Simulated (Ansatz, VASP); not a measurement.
Pb: VASP beside Ansatz

Contents of INCAR:

```
ALGO = Normal ; EDIFF = 1E-6
EDIFFG = -0.01 ; ENCUT = 600
GGA = PS ; IBRION = 2
ISIF = 3 ; ISMEAR = 0
LASPH = T ; LCHARG = F
LREAL = F ; LWAVE = F
NELM = 60 ; NSW = 80
PREC = Accurate ; SIGMA = 0.1
```

Contents of KPOINTS:

```
k-points
0
Gamma
  16 16 16
```

POSCAR

```
Pb
1.0
   -1.9601691733      1.9601691733      1.9601691733
    1.9601691733     -1.9601691733      1.9601691733
    1.9601691733      1.9601691733     -1.9601691733
Pb
1
Direct
    0.0000000000      0.0000000000      0.0000000000
```

Input for Ansatz:

```yaml
crystal:
  lattice:
    - [-1.9601691733, 1.9601691733, 1.9601691733]
    - [1.9601691733, -1.9601691733, 1.9601691733]
    - [1.9601691733, 1.9601691733, -1.9601691733]
  atoms:
    - { symbol: Pb, position: [0.0, 0.0, 0.0] }
basis:
  ecutwfc: 420
kpoints:
  mp_grid: { grid: [16, 16, 16] }
hamiltonian:
  xc: pbesol
scf:
  occupations: { method: gaussian, width: 0.1 }
output:
  forces: true
  stress: true
  eigenvalues: true
relax:
  adjacent_minimum: "off"
  f_tol: 0.01
  max_steps: 60
  cell: { stress_tol: 0.1 }
```

Alike in both runs: task relaxation of cell and atoms; functional PBEsol; k mesh 16 × 16 × 16; occupations gaussian, width 0.1 eV; no spin polarisation.

```csv
,VASP,Ansatz
version,VASP 6.6.1,Ansatz 0.2.0
potentials or method,"VASP PAW PBE potentials, release 64 (Pb_d), cutoff 600 eV","scalar-relativistic, plane waves, PAW"
valence electrons in the cell,14,14
```

Ansatz gave:

| Item | Value |
| --- | --- |
| gap on the k mesh at the Fermi level, each at its own relaxed structure (eV) | none |
| relaxed volume (Å³/atom) | 29.88 |
| relaxed length of the cell vector where the two differ most in proportion (Å) | 3.386 |

Question: Which values does VASP return?

Answer: gap on the k mesh at the Fermi level, each at its own relaxed structure (eV): none; relaxed volume (Å³/atom): 29.89; relaxed length of the cell vector where the two differ most in proportion (Å): 3.386.

VASP's potentials were made for PBE, not for PBEsol. A gap of «none» marks a metal or a gap that the smearing closes.

Spin-orbit coupling is off throughout.
